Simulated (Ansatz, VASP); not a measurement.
# One calculation of Te3W, two programs

```
Te W
1.0
     5.29362    0.00000    0.00000
     0.00000    5.29362    0.00000
     0.00000    0.00000    5.29362
Te W
3 1
Direct
  0.00000 0.00000 0.50000
  0.00000 0.50000 0.00000
  0.50000 0.00000 0.00000
  0.00000 0.00000 0.00000
```

Alike in both runs: task relaxation of cell and atoms; functional PBEsol; k mesh 8 × 8 × 8; occupations fermi-dirac, width 0.15 eV; no spin polarisation.

|  | VASP | Ansatz |
| --- | --- | --- |
| version | VASP 6.6.1 | Ansatz 0.2.0 |
| potentials or method | VASP PAW PBE potentials, release 64 (Te, W_sv), cutoff 600 eV | scalar-relativistic, plane waves, PAW |
| valence electrons in the cell | 32 | 62 |

|  | VASP | Ansatz | Ansatz less VASP |
| --- | --- | --- | --- |
| gap on the k mesh at the Fermi level, each at its own relaxed structure (eV) | none | none | - |
| relaxed volume (Å³/atom) | 37.21 | 37.19 | -0.022 |
| relaxed cell length with the largest relative difference (Å) | 5.300 | 5.299 | -0.0010 |

VASP's potentials were made for PBE, not for PBEsol. A gap of «none» marks a metal or a gap that the smearing closes. VASP's potentials hold 32 valence electrons a cell and Ansatz's 62, so a difference there can come from the potentials and not from the codes.

Spin-orbit coupling is off throughout.
